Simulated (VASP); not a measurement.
Here is a VASP 6.6.1 calculation.

File INCAR:

```
PREC = Accurate
ENCUT = 600
EDIFF = 1E-6
ISMEAR = 0
SIGMA = 0.1
LREAL = F
LASPH = T
NELM = 80
ALGO = Normal
ISIF = 3
LWAVE = F
LCHARG = F
GGA = PE
IBRION = 2
NSW = 90
EDIFFG = -0.04
```

The input KPOINTS:

```
Automatic mesh
0
Gamma
  6 6 6
```

POSCAR

```
LaSc2F
1.0
   -2.1192940200      2.1192940200      4.4857508800
    2.1192940200     -2.1192940200      4.4857508800
    2.1192940200      2.1192940200     -4.4857508800
La Sc F
1 2 1
Direct
    0.0000000000      0.0000000000      0.0000000000
    0.7369069200      0.7369069200      0.0000000000
    0.2630930800      0.2630930800      0.0000000000
    0.5000000000      0.5000000000      0.0000000000
```

Potentials or basis: VASP PAW PBE potentials, release 64 (La, Sc_sv, F).

Run with:

```bash
$ cat potpaw_PBE.64/La/POTCAR potpaw_PBE.64/Sc_sv/POTCAR potpaw_PBE.64/F/POTCAR > POTCAR
$ mpirun -np 1 vasp_std > vasp.out
```

**Question.** Predict the band gap on the k mesh.

**Answer.** Zero (band 20 reaches 6.64 eV, above the bottom of band 21 at 6.18 eV).

**Question.** What does it give for the relaxed cell?

**Answer.** a = 6.464 Å, b = 6.464 Å, c = 6.464 Å, α = 145.04°, β = 145.04°, γ = 50.27°.

Final structure:
```
CELL_PARAMETERS angstrom
-1.94163 1.94163 5.85203
1.94163 -1.94163 5.85203
1.94163 1.94163 -5.85203
ATOMIC_POSITIONS crystal
La 0.00000 0.00000 0.00000
Sc 0.69340 0.69340 0.00000
Sc 0.30660 0.30660 0.00000
F 0.50000 0.50000 0.00000
```

Caveat: spin-orbit coupling is left out, which moves the levels of the heavy elements.
